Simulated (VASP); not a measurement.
# GaP (F-43m) in VASP: notebook, part 2 of 2

VASP 6.6.1.

### Step 4. Electric field gradients, PBEsol (volume scaled by 1.01)

The input, INCAR:

```
SYSTEM = GaP
PREC = Accurate ; ENCUT = 520
EDIFF = 1E-8 ; ISMEAR = -1
SIGMA = 0.08 ; LREAL = .False.
LASPH = .True. ; NELM = 100
ALGO = Normal ; ISIF = 2
LWAVE = .False. ; LCHARG = .False.
GGA = PS ; LEFG = .True.
NBANDS = 16
```

The input, KPOINTS:

```
regular mesh
0
Gamma
  12 12 12
  0 0 0
```

The input, POSCAR:

```
GaP
1.0
    0.0000000000      2.7343040532      2.7343040532
    2.7343040532      0.0000000000      2.7343040532
    2.7343040532      2.7343040532      0.0000000000
Ga P
1 1
Direct
    0.0000000000      0.0000000000      0.0000000000
    0.7500000000      0.7500000000      0.7500000000
```

Potentials or basis: VASP PAW PBE potentials, release 64 (Ga_d, P).

Command:

```bash
$ cat potpaw_PBE.64/Ga_d/POTCAR potpaw_PBE.64/P/POTCAR > POTCAR
$ mpirun -np 1 vasp_std > vasp.out
```

OUTCAR:

```text
SYSTEM = GaP
   PREC = Accurate
   ENCUT = 520
   EDIFF = 1E-8
   ISMEAR = -1
   LREAL = .False.
   LASPH = .True.
   NELM = 100
   ISIF = 2
   GGA = PS

 ion  position               nearest neighbor table
   1  0.000  0.000  0.000-   2 2.37   2 2.37   2 2.37   2 2.37
   2  0.750  0.750  0.750-   1 2.37   1 2.37   1 2.37   1 2.37

  LATTYP: Found a face centered cubic cell.
 ALAT       =     5.4686081064

  Lattice vectors:

 A1 = (   0.0000000000,   2.7343040532,   2.7343040532)
 A2 = (   2.7343040532,   0.0000000000,   2.7343040532)
 A3 = (   2.7343040532,   2.7343040532,   0.0000000000)

Analysis of symmetry for initial positions (statically):
[... 5 lines left out ...]
 face centered cubic supercell.

 Subroutine GETGRP returns: Found 24 space group operations
 (whereof 24 operations were pure point group operations)
 out of a pool of 48 trial point group operations.

[... 639 lines left out ...]
  energy-cutoff  :      520.00
  volume of cell :       40.89
      direct lattice vectors                 reciprocal lattice vectors
     0.000000000  2.734304053  2.734304053    -0.182861887  0.182861887  0.182861887
     2.734304053  0.000000000  2.734304053     0.182861887 -0.182861887  0.182861887
     2.734304053  2.734304053  0.000000000     0.182861887  0.182861887 -0.182861887

 POSITION                                       TOTAL-FORCE (eV/Angst)
 -----------------------------------------------------------------------------------
      0.00000      0.00000      0.00000         0.000000      0.000000      0.000000
      4.10146      4.10146      4.10146        -0.000000     -0.000000     -0.000000
 -----------------------------------------------------------------------------------
    total drift:                               -0.000000     -0.000000     -0.000000

  FREE ENERGIE OF THE ION-ELECTRON SYSTEM (eV)
  ---------------------------------------------------
  free  energy   TOTEN  =        -9.9206704614 eV

  energy  without entropy=       -9.9206679196  energy(sigma->0) =       -9.92066919

 Electric field gradients (V/A^2)
---------------------------------------------------------------------
 ion       V_xx      V_yy      V_zz      V_xy      V_xz      V_yz
---------------------------------------------------------------------
   1       0.000    -0.000    -0.000    -0.002    -0.002    -0.002
   2      -0.000     0.000     0.000    -0.000    -0.000    -0.000
---------------------------------------------------------------------

 Electric field gradients after diagonalization (V/A^2)
 (convention: |V_zz| > |V_xx| > |V_yy|)
----------------------------------------------------------------------
 ion       V_xx      V_yy      V_zz     asymmetry (V_yy - V_xx)/ V_zz
----------------------------------------------------------------------
   1       0.002     0.002    -0.003       0.000
   2       0.000     0.000    -0.000       0.000
----------------------------------------------------------------------

           NMR quadrupolar parameters

 Cq : quadrupolar parameter    Cq=e*Q*V_zz/h
 eta: asymmetry parameters     (V_yy - V_xx)/ V_zz
 Q  : nuclear electric quadrupole moment in mb (millibarn)
----------------------------------------------------------------------
 ion       Cq(MHz)       eta       Q (mb)
----------------------------------------------------------------------
   1      -0.000       0.000       1.000
   2      -0.000       0.000       1.000
----------------------------------------------------------------------
```

OSZICAR:

```text
N       E                     dE             d eps       ncg     rms          rms(c)
DAV:   1     0.796335291906E+02    0.79634E+02   -0.90017E+03  2392   0.160E+03
DAV:   2    -0.399395691792E+01   -0.83627E+02   -0.79607E+02  2624   0.309E+02
DAV:   3    -0.100986686524E+02   -0.61047E+01   -0.60814E+01  2920   0.648E+01
DAV:   4    -0.101983481616E+02   -0.99680E-01   -0.99658E-01  2848   0.893E+00
DAV:   5    -0.102005112108E+02   -0.21630E-02   -0.21629E-02  3064   0.116E+00    0.407E+00
DAV:   6    -0.996015879133E+01    0.24035E+00   -0.34930E-01  3568   0.112E+01    0.257E+00
DAV:   7    -0.992326393971E+01    0.36895E-01   -0.77741E-02  3192   0.214E+00    0.974E-01
DAV:   8    -0.992046561635E+01    0.27983E-02   -0.11667E-02  2744   0.125E+00    0.166E-01
DAV:   9    -0.992061698154E+01   -0.15137E-03   -0.98359E-04  3320   0.426E-01    0.631E-02
DAV:  10    -0.992064333468E+01   -0.26353E-04   -0.59975E-05  3400   0.802E-02    0.281E-02
DAV:  11    -0.992067044633E+01   -0.27112E-04   -0.28056E-05  2656   0.537E-02    0.600E-03
DAV:  12    -0.992067033744E+01    0.10888E-06   -0.10065E-06  2880   0.109E-02    0.428E-03
DAV:  13    -0.992067046379E+01   -0.12635E-06   -0.35803E-07  3008   0.494E-03    0.140E-03
DAV:  14    -0.992067046136E+01    0.24384E-08   -0.64200E-09  2272   0.733E-04
   1 F= -.99206705E+01 E0= -.99206692E+01  d E =-.254172E-05
```

Run time: 24 s. Hardware: 1 thread of Intel Xeon 6975P-C (Granite Rapids), shared host; peak memory 0.19 GiB.

What came out:

| Property | Result |
| --- | --- |
| Free energy | -9.9207 eV |
| Pressure | -1.4 GPa |
| Band gap on the k mesh | 1.49 eV, indirect (least direct gap 1.67 eV) |

Levels at points of the mesh, in eV from the valence-band top:
```
           k point  band 5  band 6  band 7  band 8  band 9  band 10  band 11  band 12  band 13  band 14
(0.00, 0.00, 0.00)  -14.42  -12.45    0.00    0.00    0.00     1.67     3.83     3.83     3.83     8.52
(0.50, 0.00, 0.00)  -14.42  -10.39   -6.64   -1.11   -1.11     1.56     4.65     4.65     8.07    10.67
(0.50, 0.50, 0.00)  -14.40   -9.49   -6.76   -2.68   -2.68     1.54     1.73    10.47    10.47    10.99
```

Caveat: without QUAD_EFG the Cq values of the log hold for a quadrupole moment of 1 mb, not for the nuclei; the PAW data sets were made with another functional, which shifts forces and pressure a little.

### Step 5. Electric field gradients, PBEsol (volume scaled by 1.04)

The input, INCAR:

```
SYSTEM = GaP
ALGO = Normal
EDIFF = 1E-8
ENCUT = 520
GGA = PS
ISIF = 2
ISMEAR = -1
LASPH = .True.
LCHARG = .False.
LEFG = .True.
LREAL = .False.
LWAVE = .False.
NBANDS = 16
NELM = 80
PREC = Accurate
SIGMA = 0.08
```

The input, KPOINTS:

```
k-points
0
Gamma
  12 12 12
  0 0 0
```

The input, POSCAR:

```
GaP
1.0
    0.0000000000      2.7611126653      2.7611126653
    2.7611126653      0.0000000000      2.7611126653
    2.7611126653      2.7611126653      0.0000000000
Ga P
1 1
Direct
    0.0000000000      0.0000000000      0.0000000000
    0.7500000000      0.7500000000      0.7500000000
```

Potentials or basis: VASP PAW PBE potentials, release 64 (Ga_d, P).

Command:

```bash
$ cat potpaw_PBE.64/Ga_d/POTCAR potpaw_PBE.64/P/POTCAR > POTCAR
$ mpirun -np 1 vasp_std > vasp.out
```

OUTCAR:

```text
SYSTEM = GaP
   EDIFF = 1E-8
   ENCUT = 520
   GGA = PS
   ISIF = 2
   ISMEAR = -1
   LASPH = .True.
   LREAL = .False.
   NELM = 80
   PREC = Accurate

 ion  position               nearest neighbor table
   1  0.000  0.000  0.000-   2 2.39   2 2.39   2 2.39   2 2.39
   2  0.750  0.750  0.750-   1 2.39   1 2.39   1 2.39   1 2.39

  LATTYP: Found a face centered cubic cell.
 ALAT       =     5.5222253306

  Lattice vectors:

 A1 = (   0.0000000000,   2.7611126653,   2.7611126653)
 A2 = (   2.7611126653,   0.0000000000,   2.7611126653)
 A3 = (   2.7611126653,   2.7611126653,   0.0000000000)

Analysis of symmetry for initial positions (statically):
[... 5 lines left out ...]
 face centered cubic supercell.

 Subroutine GETGRP returns: Found 24 space group operations
 (whereof 24 operations were pure point group operations)
 out of a pool of 48 trial point group operations.

The static configuration has the point symmetry T_d .

Analysis of symmetry for dynamics (positions and initial velocities):
[... 5 lines left out ...]
 face centered cubic supercell.

 Subroutine GETGRP returns: Found 24 space group operations
 (whereof 24 operations were pure point group operations)
 out of a pool of 48 trial point group operations.

The dynamic configuration has the point symmetry T_d .

 Subroutine INISYM returns: Found 24 space group operations
 (whereof 24 operations are pure point group operations),
 and found     1 'primitive' translations

----------------------------------------------------------------------------------------

                                     Primitive cell

  volume of cell :      42.1000

  direct lattice vectors                    reciprocal lattice vectors
     0.000000000  2.761112665  2.761112665    -0.181086417  0.181086417  0.181086417
     2.761112665  0.000000000  2.761112665     0.181086417 -0.181086417  0.181086417
     2.761112665  2.761112665  0.000000000     0.181086417  0.181086417 -0.181086417

  length of vectors
     3.904802979  3.904802979  3.904802979     0.313650875  0.313650875  0.313650875

  position of ions in fractional coordinates (direct lattice)
     0.000000000  0.000000000  0.000000000
     0.750000000  0.750000000  0.750000000

  ion indices of the primitive-cell ions
   primitive index   ion index
                 1           1
                 2           2

----------------------------------------------------------------------------------------

 KPOINTS: k-points

Automatic generation of k-mesh.
 Grid dimensions read from file:
 generate k-points for:   12   12   12

 Generating k-lattice:

  Cartesian coordinates                     Fractional coordinates (reciprocal lattice)
    -0.015090535  0.015090535  0.015090535     0.083333333  0.000000000  0.000000000
     0.015090535 -0.015090535  0.015090535     0.000000000  0.083333333  0.000000000
[... 55 lines left out ...]
   LASPH  =      T    aspherical Exc in radial PAW
   ENCUT  =  520.0 eV  38.22 Ry    6.18 a.u.   7.26  7.26  7.26*2*pi/ulx,y,z
   NELM   =     80;   NELMIN=  2; NELMDL= -5     # of ELM steps
   EDIFF  = 0.1E-07   stopping-criterion for ELM
   LREAL  =      F    real-space projection
   EDIFFG = 0.1E-06   stopping-criterion for IOM
   NSW    =      0    number of steps for IOM
   IBRION =     -1    ionic relax: 0-MD 1-quasi-New 2-CG
   NFREE  =      0    steps in history (QN), initial steepest desc. (CG)
   ISIF   =      2    stress and relaxation
   ISYM   =      2    0-nonsym 1-usesym 2-fastsym
   POTIM  = 0.5000    time-step for ionic-motion
   TEBEG  =    0.0;   TEEND  =   0.0 temperature during run
   PSTRESS=    0.0 pullay stress
   NELECT =      18.0000    total number of electrons
   NUPDOWN=      -1.0000    fix difference up-down
   EMIN   =  10.00;   EMAX   =-10.00  energy-range for DOS
   EFERMI =   0.00;   METHOD = LEGACY
   ISMEAR =    -1;   SIGMA  =   0.08  broadening in eV -4-tet -1-fermi 0-gaus
   EFERMI_NEDOS =   21; number of points for ismear=-14 and -15
   IALGO  =     38    algorithm
   IMIX   =      4    mixing-type and parameters
     AMIX     =   0.40;   BMIX     =  1.00
     AMIX_MAG =   1.60;   BMIX_MAG =  1.00
  volume/ion in A,a.u.               =      21.05       142.05
  Fermi-wavevector in a.u.,A,eV,Ry     =   1.233308  2.330614 20.695122  1.521049
  Thomas-Fermi vector in A             =   2.368043
   LORBIT       =      0    0 simple, 1 ext, 2 COOP (PROOUT), +10 PAW based schemes
   GGA     = PS    functional components
   LHFCALC =     F    Hartree Fock is set to
   AEXX    =    0.0000 exact exchange contribution
   IVDW    =     0    specifies the selected vdW correction
   LEPSILON=     F    determine dielectric tensor
   LRPA    =     F    only Hartree local field effects (RPA)
 non-spin polarized calculation
  energy-cutoff  :      520.00
  volume of cell :       42.10
 maximum number of plane-waves:      1158
 NGX is ok and might be reduce to    30
   NGX = 15   NGY = 15   NGZ = 15

 number of electron      18.0000007 magnetization

 Free energy of the ion-electron system (eV)
  ---------------------------------------------------
  ext. energy  EPLUGINS =         0.00000000
  ---------------------------------------------------
  free energy    TOTEN  =        -9.90181316 eV

  energy without entropy =       -9.90181028  energy(sigma->0) =       -9.90181172

 E-fermi :   4.8974     XC(G=0):  -9.8453

 val. band max:        4.1747625162   @ k =   0.0000   0.0000   0.0000
 cond. band min:       5.6069016552   @ k =   0.0000   0.0000   0.0000
 fundamental gap:      1.4321391390
 Fermi energy:         4.8974267491

 k-point     1 :       0.0000    0.0000    0.0000
  band No.  band energies     occupation
      1     -10.3012      2.00000
      2     -10.3012      2.00000
      3     -10.3012      2.00000
      4     -10.2119      2.00000
      5     -10.2119      2.00000
      6      -8.0591      2.00000
[... 433 lines left out ...]
      3     -10.2702      2.00000
      4     -10.2116      2.00000
      5     -10.2067      2.00000
      6      -5.8860      2.00000
[... 8 lines left out ...]
     15      14.3821      0.00000
     16      15.8522      0.00000

 [... further k-points ...]
[... 5 lines left out ...]
  --------------------------------------------------------------------------------------
  -------------------------------------------------------------------------------------
  Total       -0.9315974     -0.9315974     -0.9315974     -0.0000000     -0.0000000     -0.0000000
  in kB      -35.4532826    -35.4532826    -35.4532826     -0.0000000     -0.0000000     -0.0000000
  external PRESSURE =     -35.4532826 kB  Pullay stress =       0.0000000 kB

 VOLUME and BASIS-vectors are now :
 -----------------------------------------------------------------------------
  energy-cutoff  :      520.00
  volume of cell :       42.10
      direct lattice vectors                 reciprocal lattice vectors
     0.000000000  2.761112665  2.761112665    -0.181086417  0.181086417  0.181086417
     2.761112665  0.000000000  2.761112665     0.181086417 -0.181086417  0.181086417
     2.761112665  2.761112665  0.000000000     0.181086417  0.181086417 -0.181086417

 POSITION                                       TOTAL-FORCE (eV/Angst)
 -----------------------------------------------------------------------------------
      0.00000      0.00000      0.00000         0.000000      0.000000      0.000000
      4.14167      4.14167      4.14167        -0.000000     -0.000000     -0.000000
 -----------------------------------------------------------------------------------
    total drift:                               -0.000000     -0.000000     -0.000000

  FREE ENERGIE OF THE ION-ELECTRON SYSTEM (eV)
  ---------------------------------------------------
  free  energy   TOTEN  =        -9.9018131575 eV

  energy  without entropy=       -9.9018102824  energy(sigma->0) =       -9.90181172

 Electric field gradients (V/A^2)
---------------------------------------------------------------------
 ion       V_xx      V_yy      V_zz      V_xy      V_xz      V_yz
---------------------------------------------------------------------
   1      -0.000    -0.000    -0.000    -0.003    -0.003    -0.003
   2      -0.000     0.000     0.000    -0.000    -0.000    -0.000
---------------------------------------------------------------------

 Electric field gradients after diagonalization (V/A^2)
 (convention: |V_zz| > |V_xx| > |V_yy|)
----------------------------------------------------------------------
 ion       V_xx      V_yy      V_zz     asymmetry (V_yy - V_xx)/ V_zz
----------------------------------------------------------------------
   1       0.003     0.003    -0.006       0.000
   2       0.000     0.000    -0.001       0.000
----------------------------------------------------------------------

           NMR quadrupolar parameters

 Cq : quadrupolar parameter    Cq=e*Q*V_zz/h
 eta: asymmetry parameters     (V_yy - V_xx)/ V_zz
 Q  : nuclear electric quadrupole moment in mb (millibarn)
----------------------------------------------------------------------
 ion       Cq(MHz)       eta       Q (mb)
----------------------------------------------------------------------
   1      -0.000       0.000       1.000
   2      -0.000       0.000       1.000
----------------------------------------------------------------------
```

OSZICAR:

```text
N       E                     dE             d eps       ncg     rms          rms(c)
DAV:   1     0.808276951767E+02    0.80828E+02   -0.89945E+03  2376   0.159E+03
DAV:   2    -0.369850979476E+01   -0.84526E+02   -0.80249E+02  2616   0.310E+02
DAV:   3    -0.100658697101E+02   -0.63674E+01   -0.63437E+01  2920   0.663E+01
DAV:   4    -0.101686458439E+02   -0.10278E+00   -0.10276E+00  2824   0.901E+00
DAV:   5    -0.101706379551E+02   -0.19921E-02   -0.19920E-02  3024   0.111E+00    0.393E+00
DAV:   6    -0.993839340071E+01    0.23224E+00   -0.34653E-01  3600   0.108E+01    0.247E+00
DAV:   7    -0.990436862416E+01    0.34025E-01   -0.72546E-02  3152   0.203E+00    0.947E-01
DAV:   8    -0.990159266769E+01    0.27760E-02   -0.11211E-02  2808   0.121E+00    0.147E-01
DAV:   9    -0.990175448787E+01   -0.16182E-03   -0.96067E-04  3296   0.426E-01    0.647E-02
DAV:  10    -0.990178461757E+01   -0.30130E-04   -0.56871E-05  3160   0.738E-02    0.293E-02
DAV:  11    -0.990181312441E+01   -0.28507E-04   -0.29658E-05  2656   0.546E-02    0.533E-03
DAV:  12    -0.990181302806E+01    0.96349E-07   -0.10420E-06  2848   0.105E-02    0.384E-03
DAV:  13    -0.990181315947E+01   -0.13142E-06   -0.35818E-07  3008   0.493E-03    0.132E-03
DAV:  14    -0.990181315754E+01    0.19295E-08   -0.66388E-09  2208   0.857E-04
   1 F= -.99018132E+01 E0= -.99018117E+01  d E =-.287513E-05
```

It took 25 s on 1 thread of Intel Xeon 6975P-C (Granite Rapids), shared host; peak memory 0.19 GiB.

What came out:

| Quantity | Value |
| --- | --- |
| Free energy | -9.9018 eV |
| Pressure | -3.5 GPa |
| Band gap on the k mesh | 1.43 eV, direct |

Levels at points of the mesh, in eV from the valence-band top:
| k point | band 7 | band 8 | band 9 | band 10 | band 11 | band 12 |
| --- | --- | --- | --- | --- | --- | --- |
| (0.00, 0.00, 0.00) | 0.00 | 0.00 | 0.00 | 1.43 | 3.84 | 3.84 |
| (0.50, 0.00, 0.00) | -6.48 | -1.07 | -1.07 | 1.47 | 4.66 | 4.66 |
| (0.50, 0.50, 0.00) | -6.63 | -2.58 | -2.58 | 1.60 | 1.75 | 10.25 |

Caveat: without QUAD_EFG the Cq values of the log hold for a quadrupole moment of 1 mb, not for the nuclei; the PAW data sets were made with another functional, which shifts forces and pressure a little. A k mesh can miss the band edges.

### Step 6. Overview

| cell | gap on the mesh (eV) | pressure (GPa) |
| --- | --- | --- |
| a = 3.775 Å, angles 60.0°, 2 atoms | 1.35 | 5.2 |
| a = 3.828 Å, angles 60.0°, 2 atoms | 1.43 | 1.1 |
| a = 3.867 Å, angles 60.0°, 2 atoms | 1.49 | -1.4 |
| a = 3.905 Å, angles 60.0°, 2 atoms | 1.43 | -3.5 |

Alike in all rows: task electric field gradients; level PBEsol; potentials or basis VASP PAW PBE potentials, release 64 (Ga_d, P); no spin polarisation; k mesh 12 × 12 × 12; cutoff (eV) 520; smearing fermi-dirac 0.08 eV.

Caveats: the PAW data sets were made with another functional, which shifts forces and pressure a little.

Absolute energies hang on the potentials; compare differences alone.
